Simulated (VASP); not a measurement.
# Mg5Te3 (Pm-3m) in VASP: further runs

The runs below take Mg5Te3 through single point, relaxation of cell and atoms, with PBE.

Program: VASP 6.6.1. These are calculated values, not measurements. Logs are shortened: lines on timing, memory, paths and dates and some standing lists are left out, and cuts for length are marked.

## (1) The cell of the first run

The structure is cubic, space group Pm-3m (No. 221). Conventional cell: a = 6.038 Å, b = 6.038 Å, c = 6.038 Å, α = 90.00°, β = 90.00°, γ = 90.00°. Within 4.0 Å of Mg (site symmetry 4/mmm) lie 2 Mg at 3.02 Å and 4 Te at 3.02 Å. Within 4.0 Å of Mg (site symmetry m-3m) lie 6 Te at 3.02 Å. Mg (site symmetry m-3m) has 6 Mg at 3.02 Å within 4.0 Å. Te (site symmetry 4/mmm) has 6 Mg at 3.02 Å within 4.0 Å.

## (2) Single point, PBE

Input file INCAR:

```
PREC     = Accurate       # precision mode
ENCUT    = 520            # plane-wave cutoff, eV
EDIFF    = 1E-6           # SCF threshold, eV
ISMEAR   = 0              # smearing method
SIGMA    = 0.2            # smearing width, eV
LREAL    = False          # projectors in reciprocal space
LASPH    = True           # aspherical terms in the spheres
NELM     = 60             # most SCF steps
ALGO     = Fast           # electronic algorithm
ISIF     = 2              # what is computed and relaxed
LWAVE    = False          # write WAVECAR
LCHARG   = True           # write CHGCAR
GGA      = PE             # functional
LELF     = True           # ELF
LVHAR    = True         
NBANDS   = 24             # bands
```

Input file KPOINTS:

```
regular mesh
0
Gamma
  3 3 3
```

Input file POSCAR:

```
Mg5Te3
1.0
    6.0382034733      0.0000000000      0.0000000000
    0.0000000000      6.0382034733      0.0000000000
    0.0000000000      0.0000000000      6.0382034733
Mg Te
5 3
Direct
    0.0000000000      0.5000000000      0.5000000000
    0.5000000000      0.0000000000      0.5000000000
    0.5000000000      0.5000000000      0.0000000000
    0.0000000000      0.0000000000      0.0000000000
    0.5000000000      0.5000000000      0.5000000000
    0.5000000000      0.0000000000      0.0000000000
    0.0000000000      0.5000000000      0.0000000000
    0.0000000000      0.0000000000      0.5000000000
```

Potentials or basis: VASP PAW PBE potentials, release 64 (Mg, Te).

Run with:

```
cat potpaw_PBE.64/Mg/POTCAR potpaw_PBE.64/Te/POTCAR > POTCAR
mpirun -np 1 vasp_std > vasp.out
```

OUTCAR:

```text
PREC = Accurate
   ENCUT = 520
   EDIFF = 1E-6
   ISMEAR = 0
   LREAL = False
   LASPH = True
   NELM = 60
   ISIF = 2
   GGA = PE

 ion  position               nearest neighbor table
   1  0.000  0.500  0.500-   5 3.02   7 3.02   8 3.02   7 3.02   8 3.02   5 3.02
   2  0.500  0.000  0.500-   5 3.02   6 3.02   8 3.02   6 3.02   5 3.02   8 3.02
   3  0.500  0.500  0.000-   5 3.02   6 3.02   7 3.02   5 3.02   6 3.02   7 3.02
   4  0.000  0.000  0.000-   6 3.02   7 3.02   8 3.02   8 3.02   7 3.02   6 3.02
   5  0.500  0.500  0.500-   1 3.02   2 3.02   3 3.02   3 3.02   2 3.02   1 3.02
   6  0.500  0.000  0.000-   2 3.02   3 3.02   4 3.02   2 3.02   3 3.02   4 3.02
   7  0.000  0.500  0.000-   1 3.02   3 3.02   4 3.02   1 3.02   4 3.02   3 3.02
   8  0.000  0.000  0.500-   1 3.02   2 3.02   4 3.02   4 3.02   1 3.02   2 3.02

  LATTYP: Found a simple cubic cell.
 ALAT       =     6.0382034733

  Lattice vectors:

 A1 = (   6.0382034733,   0.0000000000,   0.0000000000)
 A2 = (   0.0000000000,   6.0382034733,   0.0000000000)
 A3 = (   0.0000000000,   0.0000000000,   6.0382034733)

Analysis of symmetry for initial positions (statically):
=====================================================================
 Subroutine PRICEL returns:
 Original cell was already a primitive cell.

 Routine SETGRP: Setting up the symmetry group for a
 simple cubic supercell.

 Subroutine GETGRP returns: Found 48 space group operations
 (whereof 48 operations were pure point group operations)
 out of a pool of 48 trial point group operations.

The static configuration has the point symmetry O_h .

Analysis of symmetry for dynamics (positions and initial velocities):
=====================================================================
 Subroutine PRICEL returns:
 Original cell was already a primitive cell.

 Routine SETGRP: Setting up the symmetry group for a
 simple cubic supercell.

 Subroutine GETGRP returns: Found 48 space group operations
 (whereof 48 operations were pure point group operations)
 out of a pool of 48 trial point group operations.

The dynamic configuration has the point symmetry O_h .

 Subroutine INISYM returns: Found 48 space group operations
 (whereof 48 operations are pure point group operations),
 and found     1 'primitive' translations

----------------------------------------------------------------------------------------

                                     Primitive cell

  volume of cell :     220.1523

  direct lattice vectors                    reciprocal lattice vectors
     6.038203473  0.000000000  0.000000000     0.165612173  0.000000000  0.000000000
     0.000000000  6.038203473  0.000000000     0.000000000  0.165612173  0.000000000
     0.000000000  0.000000000  6.038203473     0.000000000  0.000000000  0.165612173

  length of vectors
     6.038203473  6.038203473  6.038203473     0.165612173  0.165612173  0.165612173

  position of ions in fractional coordinates (direct lattice)
     0.000000000  0.500000000  0.500000000
     0.500000000  0.000000000  0.500000000
     0.500000000  0.500000000  0.000000000
     0.000000000  0.000000000  0.000000000
     0.500000000  0.500000000  0.500000000
     0.500000000  0.000000000  0.000000000
     0.000000000  0.500000000  0.000000000
     0.000000000  0.000000000  0.500000000

  ion indices of the primitive-cell ions
   primitive index   ion index
                 1           1
                 2           2
                 3           3
                 4           4
                 5           5
                 6           6
                 7           7
                 8           8

----------------------------------------------------------------------------------------

 KPOINTS: regular mesh

Automatic generation of k-mesh.
 Grid dimensions read from file:
 generate k-points for:    3    3    3

 Generating k-lattice:

  Cartesian coordinates                     Fractional coordinates (reciprocal lattice)
     0.055204058  0.000000000  0.000000000     0.333333333  0.000000000  0.000000000
     0.000000000  0.055204058  0.000000000     0.000000000  0.333333333  0.000000000
     0.000000000  0.000000000  0.055204058     0.000000000  0.000000000  0.333333333

  Length of vectors
     0.055204058  0.055204058  0.055204058

  Shift w.r.t. Gamma in fractional coordinates (k-lattice)
     0.000000000  0.000000000  0.000000000

 Subroutine IBZKPT returns following result:
 ===========================================

 Found      4 irreducible k-points:

 Following reciprocal coordinates:
            Coordinates               Weight
  0.000000  0.000000  0.000000      1.000000
  0.333333  0.000000  0.000000      6.000000
  0.333333  0.333333  0.000000     12.000000
  0.333333  0.333333  0.333333      8.000000
   k-points           NKPTS =      4   k-points in BZ     NKDIM =      4   number of bands    NBANDS=     24
   number of dos      NEDOS =    301   number of ions     NIONS =      8
[... 74 lines left out ...]
  band No.  band energies     occupation
      1      -7.6901      2.00000
      2      -6.6354      2.00000
      3      -6.6354      2.00000
      4      -0.2517      2.00000
      5      -0.2517      2.00000
      6      -0.2517      2.00000
      7       0.6098      2.00000
      8       1.5591      2.00000
      9       1.5591      2.00000
     10       1.5591      2.00000
     11       2.4370      2.00000
     12       2.4370      2.00000
     13       2.4370      2.00000
     14       3.8320      1.99889
     15       3.8320      1.99889
     16       4.1815      1.57069
     17       5.8478      0.00000
     18       5.8478      0.00000
     19       5.8478      0.00000
     20       6.5897      0.00000
     21       6.5897      0.00000
     22       6.5897      0.00000
     23       8.2564      0.00000
     24       9.4387      0.00000

 k-point     2 :       0.3333    0.0000    0.0000
  band No.  band energies     occupation
      1      -7.4849      2.00000
      2      -6.8867      2.00000
      3      -6.6116      2.00000
      4      -0.5590      2.00000
      5       0.0626      2.00000
      6       0.0626      2.00000
      7       0.8623      2.00000
      8       0.9472      2.00000
      9       1.1320      2.00000
     10       1.1320      2.00000
     11       2.1891      2.00000
     12       2.2687      2.00000
     13       2.2687      2.00000
     14       3.7308      1.99993
     15       5.1254      0.00000
     16       5.1254      0.00000
     17       5.3154      0.00000
     18       5.5929      0.00000
     19       6.2475      0.00000
     20       7.0074      0.00000
     21       8.0706      0.00000
     22       8.2127      0.00000
     23       8.3923      0.00000
     24       8.3923      0.00000

 k-point     3 :       0.3333    0.3333    0.0000
  band No.  band energies     occupation
      1      -7.2983      2.00000
      2      -6.9007      2.00000
      3      -6.7632      2.00000
      4      -0.9917      2.00000
      5      -0.1370      2.00000
      6       0.3353      2.00000
      7       0.3887      2.00000
      8       0.5818      2.00000
      9       1.1447      2.00000
     10       1.6972      2.00000
     11       2.0220      2.00000
     12       2.5631      2.00000
     13       2.6807      2.00000
     14       4.0615      1.89879
     15       4.3613      0.63049
     16       4.9649      0.00000
     17       5.7551      0.00000
     18       6.5331      0.00000
     19       7.1295      0.00000
     20       8.1370      0.00000
     21       8.4807      0.00000
     22       8.5307      0.00000
     23       8.6440      0.00000
     24       8.7070      0.00000

 k-point     4 :       0.3333    0.3333    0.3333
  band No.  band energies     occupation
      1      -7.1536      2.00000
      2      -6.8687      2.00000
      3      -6.8687      2.00000
      4      -1.0367      2.00000
      5      -0.6006      2.00000
      6      -0.4954      2.00000
      7      -0.4954      2.00000
      8       1.7466      2.00000
      9       1.7944      2.00000
     10       1.7944      2.00000
     11       2.3788      2.00000
     12       2.6696      2.00000
     13       2.6696      2.00000
     14       4.3365      0.76006
     15       5.4508      0.00000
     16       5.4508      0.00000
     17       6.3750      0.00000
     18       6.6181      0.00000
     19       6.6181      0.00000
     20       7.7672      0.00000
     21       8.0911      0.00000
     22       8.0911      0.00000
     23       8.2686      0.00000
     24       8.2686      0.00000

------------------------ aborting loop because EDIFF is reached ----------------------------------------

  FORCE on cell =-STRESS in cart. coord.  units (eV):
  Direction    XX          YY          ZZ          XY          YZ          ZX
  --------------------------------------------------------------------------------------
  -------------------------------------------------------------------------------------
  Total       -0.1574004     -0.1574004     -0.1574004     -0.0000000      0.0000000     -0.0000000
  in kB       -1.1454953     -1.1454953     -1.1454953     -0.0000000      0.0000000     -0.0000000
  external PRESSURE =      -1.1454953 kB  Pullay stress =       0.0000000 kB

 VOLUME and BASIS-vectors are now :
 -----------------------------------------------------------------------------
  energy-cutoff  :      520.00
  volume of cell :      220.15
      direct lattice vectors                 reciprocal lattice vectors
     6.038203473  0.000000000  0.000000000     0.165612173  0.000000000  0.000000000
     0.000000000  6.038203473  0.000000000     0.000000000  0.165612173  0.000000000
     0.000000000  0.000000000  6.038203473     0.000000000  0.000000000  0.165612173

 POSITION                                       TOTAL-FORCE (eV/Angst)
 -----------------------------------------------------------------------------------
      0.00000      3.01910      3.01910         0.000000      0.000000      0.000000
      3.01910      0.00000      3.01910         0.000000      0.000000      0.000000
      3.01910      3.01910      0.00000         0.000000      0.000000      0.000000
      0.00000      0.00000      0.00000         0.000000      0.000000      0.000000
      3.01910      3.01910      3.01910         0.000000      0.000000      0.000000
      3.01910      0.00000      0.00000         0.000000      0.000000      0.000000
      0.00000      3.01910      0.00000         0.000000      0.000000      0.000000
      0.00000      0.00000      3.01910         0.000000      0.000000      0.000000
 -----------------------------------------------------------------------------------
    total drift:                               -0.000000      0.000000      0.000000

  FREE ENERGIE OF THE ION-ELECTRON SYSTEM (eV)
  ---------------------------------------------------
  free  energy   TOTEN  =       -19.9146871414 eV

  energy  without entropy=      -19.8219075688  energy(sigma->0) =      -19.86829736
```

Wall time 24 s (1 thread of Intel Xeon 6975P-C (Granite Rapids), shared host); peak memory 0.31 GiB.

Results:

```
Free energy            : -19.9147 eV
Pressure               : -0.1 GPa
Band gap on the k mesh : zero (band 14 reaches 4.34 eV, above the bottom of band 15 at 3.83 eV)
```

Levels at points of the mesh, in eV from the Fermi level:
| k point | band 12 | band 13 | band 14 | band 15 | band 16 | band 17 |
| --- | --- | --- | --- | --- | --- | --- |
| (0.00, 0.00, 0.00) | -1.86 | -1.86 | -0.46 | -0.46 | -0.11 | 1.55 |

Caveat: spin-orbit coupling is left out, which moves the levels of the heavy elements.

## (3) Relaxation of cell and atoms, PBE

This run uses another cell than the first one, of 23.86 Å³/atom, 0.867 times its volume.

Input file INCAR:

```
SYSTEM = Mg5Te3
ALGO     = Normal         ! electronic algorithm
EDIFF    = 1E-6           ! SCF threshold, eV
EDIFFG   = -0.08          ! ionic threshold
ENCUT    = 600            ! plane-wave cutoff, eV
GGA      = PE             ! functional
IBRION   = 2              ! ionic algorithm
ISIF     = 3              ! what is computed and relaxed
ISMEAR   = 0              ! smearing method
LASPH    = .True.         ! aspherical terms in the spheres
LCHARG   = .False.        ! write CHGCAR
LREAL    = .False.        ! projectors in reciprocal space
LWAVE    = .False.        ! write WAVECAR
NELM     = 60             ! most SCF steps
NSW      = 36             ! ionic steps
PREC     = Accurate       ! precision mode
SIGMA    = 0.2            ! smearing width, eV
```

Input file KPOINTS:

```
k-points
0
Gamma
  3 3 3
  0 0 0
```

POSCAR, as its differences from that of step 2:

```diff
@@ -2,5 +2,5 @@
 1.0
-    6.0382034733      0.0000000000      0.0000000000
-    0.0000000000      6.0382034733      0.0000000000
-    0.0000000000      0.0000000000      6.0382034733
+    5.7575241700      0.0000000000      0.0000000000
+    0.0000000000      5.7575241700      0.0000000000
+    0.0000000000      0.0000000000      5.7575241700
 Mg Te
```

Potentials or basis: VASP PAW PBE potentials, release 64 (Mg, Te).

Run with:

```
cat potpaw_PBE.64/Mg/POTCAR potpaw_PBE.64/Te/POTCAR > POTCAR
mpirun -np 1 vasp_std > vasp.out
```

Wall time 36 s (1 thread of Intel Xeon 6975P-C (Granite Rapids), shared host); peak memory 0.32 GiB.

Results (log left out):

```yaml
Free_energy: -19.9145 eV
Relaxed_volume: 27.40 Å³/atom
Relaxed_cell: a = 6.029 Å, b = 6.029 Å, c = 6.029 Å, α = 90.00°, β = 90.00°, γ = 90.00°
Space_group_after_relaxing_to_0.05_Å: Pm-3m (No. 221)
Energy_gained_by_relaxing: 64.9 meV/atom
Ionic_steps: 2
Pressure_after_relaxing: 0.0 GPa
Band_gap_on_the_k_mesh: zero (band 14 reaches 4.37 eV, above the bottom of band 15 at 3.87 eV)
```

Step by step:
| step | energy change (eV) | largest force (eV/Å) | pressure (GPa) | volume (Å³) |
| --- | --- | --- | --- | --- |
| 1 | 0.0000 | 0.0000 | 6.57 | 190.86 |
| 2 | -0.5194 | 0.0000 | 0.04 | 219.17 |

Final structure:
```
Mg Te
1.0
     6.02923    0.00000    0.00000
     0.00000    6.02923    0.00000
     0.00000    0.00000    6.02923
Mg Te
5 3
Direct
  0.00000 0.50000 0.50000
  0.50000 0.00000 0.50000
  0.50000 0.50000 0.00000
  0.00000 0.00000 0.00000
  0.50000 0.50000 0.50000
  0.50000 0.00000 0.00000
  0.00000 0.50000 0.00000
  0.00000 0.00000 0.50000
```

Levels at points of the mesh, in eV from the Fermi level:
```tsv
k point	band 12	band 13	band 14	band 15	band 16	band 17
(0.00, 0.00, 0.00)	-1.86	-1.86	-0.45	-0.45	-0.10	1.56
```

Caveat: the k points lie up to 0.35 Å⁻¹ apart in the final cell; spin-orbit coupling is left out, which moves the levels of the heavy elements.

## (4) Single point, PBE

This run uses another cell than the first one, of 27.31 Å³/atom, 0.992 times its volume.

Input file INCAR:

```
PREC = Accurate
ENCUT = 520
EDIFF = 1E-6
ISMEAR = 0
SIGMA = 0.1
LREAL = False
LASPH = True
NELM = 80
ALGO = Normal
ISIF = 2
LWAVE = False
LCHARG = True
GGA = PE
LELF = True
LVHAR = True
NBANDS = 24
```

Input file KPOINTS:

```
Automatic mesh
0
Gamma
  6 6 6
```

POSCAR, as its differences from that of step 3:

```diff
@@ -2,5 +2,5 @@
 1.0
-    5.7575241700      0.0000000000      0.0000000000
-    0.0000000000      5.7575241700      0.0000000000
-    0.0000000000      0.0000000000      5.7575241700
+    6.0225472629      0.0000000000      0.0000000000
+    0.0000000000      6.0225472629      0.0000000000
+    0.0000000000      0.0000000000      6.0225472629
 Mg Te
```

Run with:

```
cat potpaw_PBE.64/Mg/POTCAR potpaw_PBE.64/Te/POTCAR > POTCAR
mpirun -np 1 vasp_std > vasp.out
```

Run time: 69 s. Hardware: 1 thread of Intel Xeon 6975P-C (Granite Rapids), shared host; peak memory 0.36 GiB.

The run converged. Its results:

| Item | Value |
| --- | --- |
| Free energy | -19.9081 eV |
| Pressure | 0.0 GPa |
| Band gap on the k mesh | zero (band 14 reaches 6.20 eV, above the bottom of band 15 at 3.92 eV) |

Levels at points of the mesh, in eV from the Fermi level:
| k point | band 12 | band 13 | band 14 | band 15 | band 16 | band 17 |
| --- | --- | --- | --- | --- | --- | --- |
| (0.00, 0.00, 0.00) | -2.10 | -2.10 | -0.65 | -0.65 | -0.38 | 1.37 |
| (0.50, 0.00, 0.00) | -2.27 | -1.67 | -1.38 | 0.47 | 0.47 | 1.47 |
| (0.50, 0.50, 0.00) | -1.81 | -1.80 | -0.53 | 0.57 | 0.57 | 2.22 |
| (0.50, 0.50, 0.50) | -1.74 | -1.74 | 1.62 | 1.62 | 1.62 | 1.98 |

Caveat: spin-orbit coupling is left out, which moves the levels of the heavy elements.

## (5) Overview

```tsv
task	cell	k mesh	cutoff (eV)	smearing	gap on the mesh (eV)	pressure (GPa)
single point	a = 6.038 Å, 8 atoms	3 × 3 × 3	520	gaussian 0.2 eV	none	-0.1
relaxation of cell and atoms	relaxed from a = 5.758 Å, 8 atoms	3 × 3 × 3	600	gaussian 0.2 eV	none	0.0
single point	a = 6.023 Å, 8 atoms	6 × 6 × 6	520	gaussian 0.1 eV	none	0.0
```

Alike in all rows: level PBE; potentials or basis VASP PAW PBE potentials, release 64 (Mg, Te); no spin polarisation.

Caveats: some runs use coarse meshes; spin-orbit coupling is left out, which moves the levels of the heavy elements.

Total energies depend on the potentials used, so only differences within one code and one set of settings carry meaning.
